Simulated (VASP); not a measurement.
Input of a VASP 6.6.1 run:

File INCAR:

```
  ALGO = Fast
  EDIFF = 1E-6
  ENCUT = 520
  GGA = PE
  ISIF = 2
  ISMEAR = 0
  IVDW = 12
  LASPH = T
  LCHARG = F
  LREAL = F
  LWAVE = F
  NBANDS = 14
  NELM = 60
  PREC = Accurate
  SIGMA = 0.15
```

The input KPOINTS:

```
k-points
0
Gamma
  16 16 16
```

File POSCAR:

```
Bi
1.0
   -1.8810902310      2.1750105796      1.8223061613
    1.8810902310     -2.1750105796      1.8223061613
    1.8810902310      2.1750105796     -1.8223061613
Bi
1
Direct
    0.0000000000      0.0000000000      0.0000000000
```

Potentials or basis: VASP PAW PBE potentials, release 64 (Bi_d).

Launch:

```console
$ cat potpaw_PBE.64/Bi_d/POTCAR > POTCAR
$ mpirun -np 1 vasp_std > vasp.out
```

Task: Predict the dispersion energy per atom.

Result: -0.529 eV.

Task: Estimate the pressure.

Result: 0.8 GPa.

Stress tensor (GPa, compression positive):
```
 1.58  0.00  0.00
 0.00 -0.38  0.00
 0.00  0.00  1.10
```

Caveat: the cell differs from its parent crystal (strain +e along x and -e along y -0.0750, strain +e along z and -e/2 along x and y -0.0700); pairwise dispersion overbinds metals, which lowers pressure and volume.
